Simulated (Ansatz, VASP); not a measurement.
**AgRh in VASP and in Ansatz**

```
Ag Rh
1.0
     2.41833    0.00000    0.00000
    -1.20917    2.09434    0.00000
     0.00000    0.00000    4.18665
Ag Rh
1 1
Direct
  0.00000 0.00000 0.50000
  0.66667 0.33333 0.00000
```

Change from the starting cell: volume scaled by 0.66, LAPW.

Alike in both runs: task single point; functional PBE; k mesh 14 × 14 × 7; occupations fermi-dirac, width 0.05 eV; collinear spin.

|  | VASP | Ansatz |
| --- | --- | --- |
| version | VASP 6.6.1 | Ansatz 0.2.0 |
| potentials or method | VASP PAW PBE potentials, release 64 (Ag, Rh_pv), cutoff 520 eV | all-electron LAPW, scalar-relativistic |

|  | VASP | Ansatz | Ansatz less VASP |
| --- | --- | --- | --- |
| pressure (GPa) | 182.5 | 182.5 | +0.02 |
| traceless stress, the component that is largest in VASP (GPa) | -19.67 | -19.69 | -0.027 |
| net moment per atom (μB) | 0.00 | 0.00 | -0.001 |

Both programs put the cell under a high pressure, so it lies far from rest at this level. Ansatz ran all-electron here, and VASP with PAW potentials. Ansatz's warnings: seeded moment not kept.

Noted on VASP's run: the cell as given lies far from equilibrium.
